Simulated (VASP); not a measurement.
Write the native input for VASP 6.6.1 that does the following.

| Item | Value |
| --- | --- |
| Task | single point |
| Functional | PBE |
| Potentials or basis | VASP PAW PBE potentials, release 64 (Si, C) |
| Cutoff | 520 eV |
| k mesh | 10 × 10 × 6 |
| Occupations | gaussian, width 0.02 eV |
| Spin | no spin polarisation |
| Dipole correction | no |
| Further INCAR settings | ALGO = Normal; EDIFF = 1e-06; NBANDS = 16 |

The structure of SiC lies in POSCAR:

```
SiC
1.0
    2.2336602303      2.2336602303      0.0000000000
   -2.2336602303      2.2336602303      0.0000000000
    0.0000000000      0.0000000000      4.3202997687
Si C
2 2
Direct
    0.5000000000      0.0000000000      0.7500000000
    0.0000000000      0.5000000000      0.2500000000
    0.0000000000      0.0000000000      0.0000000000
    0.5000000000      0.5000000000      0.5000000000
```

The input as run:

INCAR

```
ALGO = Normal
EDIFF = 1E-6
ENCUT = 520
GGA = PE
ISIF = 2
ISMEAR = 0
LASPH = True
LCHARG = False
LREAL = False
LWAVE = False
NBANDS = 16
NELM = 60
PREC = Accurate
SIGMA = 0.02
```

KPOINTS

```
k-points
0
Gamma
  10 10 6
```

Potentials or basis: VASP PAW PBE potentials, release 64 (Si, C).

Run with:

```console
$ cat potpaw_PBE.64/Si/POTCAR potpaw_PBE.64/C/POTCAR > POTCAR
$ mpirun -np 1 vasp_std > vasp.out
```

Results of the run:

* Pressure: -5.4 GPa
* Band gap on the k mesh: 1.06 eV

Wall time 16 s on 1 thread of Intel(R) Xeon(R) 6975P-C (Granite Rapids) (shared host), peak memory 0.17 GiB.
